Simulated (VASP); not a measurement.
**H3C2: single point with PBE**

H3C2:

```
C H
1.0
     3.60832    3.25368    0.00000
     3.60832   -3.25368    0.00000
     0.78820    0.00000   -4.03481
C H
4 6
Direct
  0.07870 0.07870 0.91610
  0.92130 0.92130 0.08390
  0.27320 0.27320 0.71900
  0.72680 0.72680 0.28100
  0.27000 0.27000 0.45250
  0.73000 0.73000 0.54750
  0.48540 0.21700 0.77190
  0.78300 0.51460 0.22810
  0.51460 0.78300 0.22810
  0.21700 0.48540 0.77190
```

```yaml
Program: VASP 6.6.1
Task: single point
Functional: PBE
Potentials_or_basis: VASP PAW PBE potentials, release 64 (C, H)
Cutoff: 600 eV
k_mesh: 5 × 5 × 6
Occupations: fermi-dirac, width 0.029 eV
Spin: no spin polarisation
Dipole_correction: no
Further_INCAR_settings: ALGO = Normal; EDIFF = 1e-06; NBANDS = 22
```

```json
{
 "Pressure": "1.0 GPa",
 "Largest force": "1.193 eV/Å",
 "Band gap on the k mesh": "4.92 eV (least direct gap 5.31 eV)"
}
```

Forces in eV/Å, atoms in the order of the input:
```
C    1.044  0.000  0.578
C   -1.044  0.000 -0.578
C   -1.141  0.000 -0.096
C    1.141  0.000  0.096
H   -0.002  0.000 -0.066
H    0.002  0.000  0.066
H    0.235  0.476 -0.113
H   -0.235  0.476  0.113
H   -0.235 -0.476  0.113
H    0.235 -0.476 -0.113
```

Stress tensor (GPa, compression positive):
```
-0.46  0.00 -1.60
 0.00  3.44  0.00
-1.60  0.00  0.12
```

Levels at points of the mesh, in eV from the valence-band top:
```
           k point  band 7  band 8  band 9  band 10  band 11  band 12  band 13  band 14  band 15  band 16
(0.00, 0.00, 0.00)   -4.14   -4.10   -4.06    -1.16    -0.77     4.92     5.91     6.78     8.32     9.38
(0.00, 0.00, 0.50)   -4.53   -4.45   -4.29    -0.87    -0.43     5.72     6.18     7.43     8.03     8.83
```

It took 110 s on 1 thread of Intel(R) Xeon(R) Platinum 8259CL CPU @ 2.50GHz (Skylake/Cascade Lake) (shared host), peak memory 0.27 GiB.

Caveat: this functional lacks dispersion, which holds the molecules together, so the pressure and a relaxed volume are unreliable; an odd mesh through Γ misses points on the zone boundary, where band edges can lie; forces of over 1 eV/Å act on the atoms, so gaps and moduli don't describe the material at rest.
